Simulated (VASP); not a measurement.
Set up this calculation in VASP 6.6.1, as the native input.

```
Task                   : single point
Functional             : PBE
Potentials or basis    : VASP PAW PBE potentials, release 64 (Ti_sv, Al)
Cutoff                 : 520 eV
k mesh                 : 18 × 18 × 10
Occupations            : gaussian, width 0.15 eV
Spin                   : no spin polarisation
Dipole correction      : no
Further INCAR settings : ALGO = Normal; EDIFF = 1e-06; NBANDS = 14
```

The structure of TiAl lies in POSCAR:

```
TiAl
1.0
    2.8809683428      0.0000000000      0.0000000000
   -1.4404841714      2.4949917724      0.0000000000
    0.0000000000      0.0000000000      5.0203000000
Ti Al
1 1
Direct
    0.0000000000      0.0000000000      0.0000000000
    0.3333333333      0.6666666667      0.5000000000
```

The input as run:

INCAR

```
SYSTEM = TiAl
PREC = Accurate ; ENCUT = 520
EDIFF = 1E-6 ; ISMEAR = 0
SIGMA = 0.15 ; LREAL = .False.
LASPH = .True. ; NELM = 60
ALGO = Normal ; ISIF = 2
LWAVE = .False. ; LCHARG = .True.
GGA = PE ; LELF = .True.
LVHAR = .True. ; NBANDS = 14
```

KPOINTS

```
Automatic mesh
0
Gamma
  18 18 10
  0 0 0
```

Potentials or basis: VASP PAW PBE potentials, release 64 (Ti_sv, Al).

The run is started by

```console
$ cat potpaw_PBE.64/Ti_sv/POTCAR potpaw_PBE.64/Al/POTCAR > POTCAR
$ mpirun -np 1 vasp_std > vasp.out
```

Results of the run:

The pressure is -7.2 GPa and the band gap on the k mesh is zero (an odd number of electrons rules out a gap without spin polarisation).

Caveat: the stress differs along the axes, from -14 to -4 GPa.

Wall time 2.3 min on 1 thread of Intel Xeon 8259CL, with other jobs on the host, peak memory 0.25 GiB.
